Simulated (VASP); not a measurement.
# Hf2H5 (R3m) in VASP: single point with PBE

Aim: the single point of Hf2H5 with PBE.

All numbers are computed with VASP 6.6.1; they aren't measurements. Logs are shortened: lines on timing, memory, paths and dates and some standing lists are left out, and cuts for length are marked.

## 1. The cell of the first run

Symmetry: R3m, No. 160, trigonal system. The conventional cell has a = 3.280 Å, b = 3.280 Å, c = 18.421 Å, α = 90.00°, β = 90.00°, γ = 120.00°. Within 2.6 Å of Hf (site symmetry 3m) lie 11 H at 1.93 to 2.40 Å. Hf (site symmetry 3m) has 7 H at 1.94 to 2.07 Å within 2.6 Å. Within 2.5 Å of H (site symmetry 3m) lie 7 H at 1.90 to 2.39 Å and 3 Hf at 2.11 Å. Within 2.6 Å of H (site symmetry 3m) lie 3 Hf at 1.93 Å and 6 H at 1.97 to 2.32 Å. Within 2.7 Å of H (site symmetry 3m) lie 4 Hf at 2.02 to 2.18 Å and 6 H at 2.25 to 2.45 Å. Within 2.8 Å of H (site symmetry 3m) lie 4 Hf at 2.07 to 2.40 Å and 9 H at 2.39 to 2.77 Å. H (site symmetry 3m) has 7 H at 1.90 to 2.32 Å and 4 Hf at 1.94 to 2.12 Å within 2.5 Å.

The cell was generated, and may not be a known phase.

## 2. Single point, PBE

The input, INCAR:

```
SYSTEM = Hf2H5
PREC     = Accurate       ! precision mode
ENCUT    = 520            ! plane-wave cutoff, eV
EDIFF    = 1E-7           ! SCF threshold, eV
ISMEAR   = 0              ! smearing method
SIGMA    = 0.2            ! smearing width, eV
LREAL    = .False.        ! projectors in reciprocal space
LASPH    = .True.         ! aspherical terms in the spheres
NELM     = 80             ! most SCF steps
ALGO     = Normal         ! electronic algorithm
ISIF     = 2              ! what is computed and relaxed
LWAVE    = .False.        ! write WAVECAR
LCHARG   = .False.        ! write CHGCAR
GGA      = PE             ! functional
NBANDS   = 22             ! bands
```

The input, KPOINTS:

```
Automatic mesh
0
Gamma
  5 5 5
  0 0 0
```

The input, POSCAR:

```
Hf2H5
1.0
    1.6399386537      0.9468190232      6.1402133908
   -1.6399386537      0.9468190232      6.1402133908
    0.0000000000     -1.8936380463      6.1402133908
Hf H
2 5
Direct
    1.0117830130      1.0117830130      1.0117830130
    0.5023761014      0.5023761014      0.5023761014
    0.2942814118      0.2942814118      0.2942814118
    0.6577662697      0.6577662697      0.6577662697
    0.1301399274      0.1301399274      0.1301399274
    0.8814406086      0.8814406086      0.8814406086
    0.3972136680      0.3972136680      0.3972136680
```

Potentials or basis: VASP PAW PBE potentials, release 64 (Hf_pv, H).

Command:

```console
$ cat potpaw_PBE.64/Hf_pv/POTCAR potpaw_PBE.64/H/POTCAR > POTCAR
$ mpirun -np 1 vasp_std > vasp.out
```

OUTCAR:

```text
SYSTEM = Hf2H5
   PREC = Accurate
   ENCUT = 520
   EDIFF = 1E-7
   ISMEAR = 0
   LREAL = .False.
   LASPH = .True.
   NELM = 80
   ISIF = 2
   GGA = PE

 ion  position               nearest neighbor table
   1  0.012  0.012  0.012-   4 1.93   4 1.93   4 1.93   3 2.11   3 2.11   3 2.11   7 2.12   7 2.12
                             7 2.12   5 2.18   2 3.46   2 3.46   2 3.46   2 3.76   2 3.76   2 3.76
   2  0.502  0.502  0.502-   7 1.94   5 2.02   5 2.02   5 2.02   6 2.07   6 2.07   6 2.07   1 3.46
                             1 3.46   1 3.46   1 3.76   1 3.76   1 3.76
   3  0.294  0.294  0.294-   1 2.11   1 2.11   1 2.11
   4  0.658  0.658  0.658-   1 1.93   1 1.93   1 1.93
   5  0.130  0.130  0.130-   2 2.02   2 2.02   2 2.02   1 2.18
   6  0.881  0.881  0.881-   2 2.07   2 2.07   2 2.07
   7  0.397  0.397  0.397-   2 1.94   1 2.12   1 2.12   1 2.12

  LATTYP: Found a trigonal (rhomboedric) cell.
 ALAT       =     6.4255805602
 COS(alpha) =     0.8697251881

  Lattice vectors:

 A1 = (   1.6399386537,   0.9468190232,   6.1402133908)
 A2 = (  -1.6399386537,   0.9468190232,   6.1402133908)
 A3 = (   0.0000000000,  -1.8936380463,   6.1402133908)

Analysis of symmetry for initial positions (statically):
=====================================================================
 Subroutine PRICEL returns:
 Original cell was already a primitive cell.

 Routine SETGRP: Setting up the symmetry group for a
 trigonal (rhombohedral) supercell.

 Subroutine GETGRP returns: Found  6 space group operations
 (whereof  6 operations were pure point group operations)
 out of a pool of 12 trial point group operations.

The static configuration has the point symmetry C_3v.

Analysis of symmetry for dynamics (positions and initial velocities):
=====================================================================
 Subroutine PRICEL returns:
 Original cell was already a primitive cell.

 Routine SETGRP: Setting up the symmetry group for a
 trigonal (rhombohedral) supercell.

 Subroutine GETGRP returns: Found  6 space group operations
 (whereof  6 operations were pure point group operations)
 out of a pool of 12 trial point group operations.

The dynamic configuration has the point symmetry C_3v.

 Subroutine INISYM returns: Found  6 space group operations
 (whereof  6 operations are pure point group operations),
 and found     1 'primitive' translations

----------------------------------------------------------------------------------------

[... 100 lines left out ...]
   IBRION =     -1    ionic relax: 0-MD 1-quasi-New 2-CG
   NFREE  =      0    steps in history (QN), initial steepest desc. (CG)
   ISIF   =      2    stress and relaxation
   ISYM   =      2    0-nonsym 1-usesym 2-fastsym
   POTIM  = 0.5000    time-step for ionic-motion
   TEBEG  =    0.0;   TEEND  =   0.0 temperature during run
   PSTRESS=    0.0 pullay stress
   NELECT =      25.0000    total number of electrons
   NUPDOWN=      -1.0000    fix difference up-down
   EMIN   =  10.00;   EMAX   =-10.00  energy-range for DOS
   EFERMI =   0.00;   METHOD = LEGACY
   ISMEAR =     0;   SIGMA  =   0.20  broadening in eV -4-tet -1-fermi 0-gaus
   EFERMI_NEDOS =   21; number of points for ismear=-14 and -15
   IALGO  =     38    algorithm
   IMIX   =      4    mixing-type and parameters
     AMIX     =   0.40;   BMIX     =  1.00
     AMIX_MAG =   1.60;   BMIX_MAG =  1.00
  volume/ion in A,a.u.               =       8.17        55.15
  Fermi-wavevector in a.u.,A,eV,Ry     =   1.242353  2.347707 20.999795  1.543441
  Thomas-Fermi vector in A             =   2.376711
   LORBIT       =      0    0 simple, 1 ext, 2 COOP (PROOUT), +10 PAW based schemes
   GGA     = PE    functional components
   LHFCALC =     F    Hartree Fock is set to
   AEXX    =    0.0000 exact exchange contribution
   IVDW    =     0    specifies the selected vdW correction
   LEPSILON=     F    determine dielectric tensor
   LRPA    =     F    only Hartree local field effects (RPA)
 non-spin polarized calculation
 Gauss-broadening in eV      SIGMA  =   0.20
  energy-cutoff  :      520.00
  volume of cell :       57.20
 maximum number of plane-waves:      1552
   NGX = 23   NGY = 23   NGZ = 23

 number of electron      24.9999998 magnetization

 Free energy of the ion-electron system (eV)
  ---------------------------------------------------
  ext. energy  EPLUGINS =         0.00000000
  ---------------------------------------------------
  free energy    TOTEN  =       -38.87489045 eV

  energy without entropy =      -38.84959827  energy(sigma->0) =      -38.86224436

 E-fermi :   5.3041     XC(G=0): -11.2013

 val. band max:        5.2557815996   @ k =  -0.4000   0.4000   0.2000
 cond. band min:       5.4016017844   @ k =   0.0000   0.0000   0.0000
 fundamental gap:      0.1458201848
 Fermi energy:         5.3041009596

 k-point     1 :       0.0000    0.0000    0.0000
  band No.  band energies     occupation
      1     -26.5070      2.00000
      2     -26.1452      2.00000
      3     -26.1452      2.00000
      4     -26.1318      2.00000
      5     -25.7957      2.00000
      6     -25.7957      2.00000
[... 464 lines left out ...]
     21      10.6934      0.00000
     22      12.3981      0.00000

------------------------ aborting loop because EDIFF is reached ----------------------------------------

  FORCE on cell =-STRESS in cart. coord.  units (eV):
  Direction    XX          YY          ZZ          XY          YZ          ZX
  --------------------------------------------------------------------------------------
  -------------------------------------------------------------------------------------
  Total       -0.4186403     -0.4186403     -0.3496392      0.0000000     -0.0000000      0.0000000
  in kB      -11.7252571    -11.7252571     -9.7926769      0.0000000     -0.0000000      0.0000000
  external PRESSURE =     -11.0810637 kB  Pullay stress =       0.0000000 kB

 VOLUME and BASIS-vectors are now :
 -----------------------------------------------------------------------------
  energy-cutoff  :      520.00
  volume of cell :       57.20
      direct lattice vectors                 reciprocal lattice vectors
     1.639938654  0.946819023  6.140213391     0.304889454  0.176028008  0.054286930
    -1.639938654  0.946819023  6.140213391    -0.304889454  0.176028008  0.054286930
     0.000000000 -1.893638046  6.140213391     0.000000000 -0.352056016  0.054286930

 POSITION                                       TOTAL-FORCE (eV/Angst)
 -----------------------------------------------------------------------------------
      0.00000      0.00000      0.21705         0.000000     -0.000000     -0.028758
      0.00000      0.00000      9.25409         0.000000      0.000000      0.022665
      0.00000      0.00000      5.42085         0.000000      0.000000      0.014694
      0.00000      0.00000     12.11648         0.000000      0.000000      0.016313
      0.00000      0.00000      2.39726         0.000000     -0.000000     -0.041146
      0.00000      0.00000     16.23670         0.000000      0.000000      0.003059
      0.00000      0.00000      7.31693         0.000000      0.000000      0.013174
 -----------------------------------------------------------------------------------
    total drift:                               -0.000000     -0.000000      0.000221

  FREE ENERGIE OF THE ION-ELECTRON SYSTEM (eV)
  ---------------------------------------------------
  free  energy   TOTEN  =       -38.8748904501 eV

  energy  without entropy=      -38.8495982675  energy(sigma->0) =      -38.86224436
```

Run time: 36 s. Hardware: 1 thread of AMD EPYC 9R45 (Zen 5), shared host; peak memory 0.29 GiB.

What came out:

```yaml
Free_energy: -38.8749 eV
Pressure: -1.1 GPa
Largest_force: 0.041 eV/Å
Band_gap_on_the_k_mesh: zero (an odd number of electrons rules out a gap without spin polarisation)
```

Forces in eV/Å, atoms in the order of the input:
```
Hf   0.000  0.000 -0.029
Hf   0.000  0.000  0.023
H    0.000  0.000  0.015
H    0.000  0.000  0.016
H    0.000  0.000 -0.041
H    0.000  0.000  0.003
H    0.000  0.000  0.013
```

Caveat: the k points lie up to 0.45 Å⁻¹ apart, too coarse for converged energies and pressures of a metal; spin-orbit coupling is left out, which moves the levels of the heavy elements; an odd number of electrons without spin polarisation forces a metal; a magnetic or distorted state may lie lower.

The gap in the log of VASP goes by the Fermi energy; the results here count the filled bands.